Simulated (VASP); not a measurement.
Ta, 1 atom in the cell. Symmetry: Im-3m, No. 229, cubic system. The conventional cell has a = 3.256 Å, b = 3.256 Å, c = 3.256 Å, α = 90.00°, β = 90.00°, γ = 90.00°. Within 3.7 Å of Ta (site symmetry m-3m) lie 14 Ta at 2.82 to 3.26 Å. 

* Program: VASP 6.6.1
* Task: single point
* Functional: LDA
* Potentials or basis: VASP PAW LDA potentials, release 64 (Ta_pv)
* Cutoff: 520 eV
* k mesh: 16 × 16 × 16
* Occupations: fermi-dirac, width 0.15 eV
* Spin: no spin polarisation
* Dipole correction: no
* Further INCAR settings: ALGO = Normal; EDIFF = 1e-06; NBANDS = 12

Potentials or basis: VASP PAW LDA potentials, release 64 (Ta_pv).

Command:

```bash
$ cat potpaw_LDA.64/Ta_pv/POTCAR > POTCAR
$ mpirun -np 1 vasp_std > vasp.out
```

Hardware: 1 thread of Intel(R) Xeon(R) 6975P-C (Granite Rapids), on a shared host.

Task: Estimate the wall time of this run.

Result: It took 8.3 s on 1 thread of Intel(R) Xeon(R) 6975P-C (Granite Rapids) (shared host), peak memory 0.14 GiB. Counts: scf iterations 10, k points 145.
